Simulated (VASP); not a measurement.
W5C: single point with PBE

The system is W5C.

```
W C
1.0
     3.01340    0.00000    0.00000
    -1.50670    2.60968    0.00000
     0.00000    0.00000   11.16471
W C
5 1
Cartesian
  0.0000 1.7398 1.2301
  1.5067 0.8699 9.9346
  0.0000 0.0000 5.5824
  0.0000 1.7398 7.6941
  1.5067 0.8699 3.4706
  0.0000 0.0000 0.0000
```

```json
{
 "Program": "VASP 6.6.1",
 "Task": "single point",
 "Functional": "PBE",
 "Potentials or basis": "VASP PAW PBE potentials, release 64 (W_sv, C)",
 "Cutoff": "520 eV",
 "k mesh": "12 × 12 × 4",
 "Occupations": "gaussian, width 0.1 eV",
 "Spin": "no spin polarisation"
}
```

The pressure is 0.6 GPa. The largest force is 0.051 eV/Å and the band gap on the k mesh is zero (bands 37 and 38 overlap by 1.81 eV).

Forces in eV/Å, atoms in the order of the input:
```
W    0.000  0.000  0.051
W    0.000  0.000 -0.051
W    0.000  0.000  0.000
W    0.000  0.000  0.011
W    0.000  0.000 -0.011
C    0.000  0.000  0.000
```

Stress tensor (GPa, compression positive):
```
0.57 0.00 0.00
0.00 0.57 0.00
0.00 0.00 0.66
```

Levels at points of the mesh, in eV from the Fermi level:
| k point | band 34 | band 35 | band 36 | band 37 | band 38 | band 39 | band 40 | band 41 |
| --- | --- | --- | --- | --- | --- | --- | --- | --- |
| (0.00, 0.00, 0.00) | -1.44 | -1.02 | -1.02 | -0.74 | -0.74 | 0.31 | 0.31 | 0.47 |
| (0.50, 0.00, 0.00) | -1.09 | -0.62 | 0.02 | 0.37 | 0.73 | 0.90 | 1.72 | 2.47 |
| (0.00, 0.00, 0.50) | -1.24 | -1.24 | -1.14 | -0.92 | -0.92 | 0.18 | 0.41 | 0.41 |
| (0.50, 0.00, 0.50) | -0.76 | -0.66 | -0.52 | -0.44 | 1.33 | 1.37 | 2.14 | 2.63 |

It took 4 min on 1 thread of Intel(R) Xeon(R) Platinum 8259CL CPU @ 2.50GHz (Skylake/Cascade Lake) (shared host), peak memory 0.34 GiB.

Caveat: spin-orbit coupling is left out, which moves the levels of the heavy elements.
